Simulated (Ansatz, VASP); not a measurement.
## SnO in VASP and in Ansatz

Contents of INCAR:

```
SYSTEM = SnO
PREC = Accurate
ENCUT = 520
EDIFF = 1E-6
ISMEAR = 0
SIGMA = 0.05
LREAL = .FALSE.
LASPH = .TRUE.
NELM = 100
ALGO = Normal
ISIF = 2
LWAVE = .FALSE.
LCHARG = .TRUE.
GGA = PS
LELF = .TRUE.
LVHAR = .TRUE.
NBANDS = 28
```

Contents of KPOINTS:

```
regular mesh
0
G
  8 6 6
  0 0 0
```

Contents of POSCAR:

```
SnO
1.0
    3.3550050000      0.0000000000      0.0000000000
    0.0000000000      5.6741040000      0.0000000000
    0.0000000000      0.0000000000      4.2219700000
Sn O
2 2
Direct
    0.0645323482      0.2700659233      0.5644248833
    0.5645323482      0.8062479233      0.0644248833
    0.0000000000      0.8912500000      0.7368570000
    0.5000000000      0.1087500000      0.2368570000
```

Input for Ansatz:

```yaml
crystal:
  lattice:
    - [3.355005, 0.0, 0.0]
    - [0.0, 5.674104, 0.0]
    - [0.0, 0.0, 4.22197]
  atoms:
    - { symbol: Sn, position: [0.0645323482, 0.2700659233, 0.5644248833] }
    - { symbol: Sn, position: [0.5645323482, 0.8062479233, 0.0644248833] }
    - { symbol: O, position: [0.0, 0.89125, 0.736857] }
    - { symbol: O, position: [0.5, 0.10875, 0.236857] }
basis:
  ecutwfc: 420
kpoints:
  mp_grid: { grid: [8, 6, 6] }
hamiltonian:
  xc: pbesol
scf:
  occupations: { method: gaussian, width: 0.05 }
output:
  forces: true
  stress: true
  eigenvalues: true
```

Change from the starting cell: all Sn atoms moved +0.375 Å, as atom 1 along Cartesian [1 1 1].

Alike in both runs: task single point; functional PBEsol; k mesh 8 × 6 × 6; occupations gaussian, width 0.05 eV; no spin polarisation.

|  | VASP | Ansatz |
| --- | --- | --- |
| version | VASP 6.6.1 | Ansatz 0.2.0 |
| potentials or method | VASP PAW PBE potentials, release 64 (Sn_d, O), cutoff 520 eV | scalar-relativistic, plane waves, PAW |
| valence electrons in the cell | 40 | 40 |

|  | VASP | Ansatz | Ansatz less VASP |
| --- | --- | --- | --- |
| gap on the k mesh at the Fermi level (eV) | 0.76 | 0.76 | +0.004 |
| least direct gap on the mesh (eV) | 0.87 | 0.88 | +0.006 |
| pressure (GPa) | -1.9 | -2.0 | -0.09 |
| traceless stress, the component that is largest in VASP (GPa) | 5.21 | 5.15 | -0.060 |
| rms of the force components (eV/Å) | 1.820 | 1.814 | -0.0058 |

VASP's potentials were made for PBE, not for PBEsol. Atom by atom the forces differ by 0.028 eV/Å (rms over components). With one functional, cell and mesh, what is left measures potentials, basis and numerics.
